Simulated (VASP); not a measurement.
Input of a VASP 6.6.1 run:

INCAR

```
SYSTEM = CuO
  PREC = Accurate
  ENCUT = 520
  EDIFF = 1E-7
  ISMEAR = -1
  SIGMA = 0.05
  LREAL = .FALSE.
  LASPH = .TRUE.
  NELM = 100
  ALGO = Normal
  ISIF = 2
  LWAVE = .FALSE.
  LCHARG = .FALSE.
  GGA = RP
  NBANDS = 25
```

Contents of KPOINTS:

```
Automatic mesh
0
G
  10 10 5
  0 0 0
```

File POSCAR:

```
CuO
1.0
    2.1101287885     -2.1132453501      0.1658304223
    2.1101287885      2.1132453501      0.1658304223
   -0.4077625496      0.0000000000      5.1758416640
Cu O
2 2
Direct
    0.5000000000      0.0000000000      0.5000000000
    0.0000000000      0.5000000000      0.0000000000
    0.4999445186      0.5000554814      0.7500000000
    0.5000554814      0.4999445186      0.2500000000
```

Potentials or basis: VASP PAW PBE potentials, release 64 (Cu, O).

Command:

```bash
$ cat potpaw_PBE.64/Cu/POTCAR potpaw_PBE.64/O/POTCAR > POTCAR
$ mpirun -np 1 vasp_std > vasp.out
```

Problem. Estimate the band gap on the k mesh.

Solution. Zero (bands 17 and 18 overlap by 0.88 eV).

Problem. Estimate the pressure.

Solution. 0.6 GPa.

Stress tensor (GPa, compression positive):
```
 0.45  0.00 -0.03
 0.00  0.47  0.00
-0.03  0.00  0.83
```

Caveat: the PAW data sets were made with another functional, which shifts forces and pressure a little; semilocal functionals often make such compounds metallic where correlation or magnetic order opens a gap, which also shifts bond lengths. With open d or f shells a metallic result of RPBE can be an artefact of self-interaction; +U or a hybrid may open a gap.
